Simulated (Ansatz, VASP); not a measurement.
**Two plane-wave programs on AlNi**

```xyz
2
Lattice="2.0224 -1.7188 0.0000 2.0224 1.7188 0.0000 0.0000 0.0000 2.8700" Properties=species:S:1:pos:R:3 pbc="T T T"
Al    0.0000    0.0000    0.0000
Ni    2.0224    0.0000    1.4350
```

Change from the starting cell: strain -0.1500 x Voigt [0, 1, 0, 0, 0, 0], atoms carried along.

Alike in both runs: task single point; functional r2SCAN; k mesh 20 × 20 × 20; occupations gaussian, width 0.15 eV; no spin polarisation.

```csv
,VASP,Ansatz
version,VASP 6.6.1,Ansatz 0.2.0
potentials or method,"VASP PAW PBE potentials, release 64 (Al, Ni), cutoff 520 eV","scalar-relativistic, plane waves, PAW"
valence electrons in the cell,13,21
```

Ansatz gave:

| Property | Result |
| --- | --- |
| gap on the k mesh at the Fermi level (eV) | none |
| pressure (GPa) | 45.0 |
| traceless stress, the component that is largest in VASP (GPa) | 29.15 |

Q: Which values does VASP return?

A: gap on the k mesh at the Fermi level (eV): none; pressure (GPa): 44.6; traceless stress, the component that is largest in VASP (GPa): 29.06.

VASP's potentials were made for PBE, not for r2SCAN. A gap of «none» marks a metal or a gap that the smearing closes. Both programs put the cell under a high pressure, so it lies far from rest at this level. The functional is the same, so the differences come from potentials, cutoffs and numerics. VASP's potentials hold 13 valence electrons a cell and Ansatz's 21, so a difference there can come from the potentials and not from the codes.
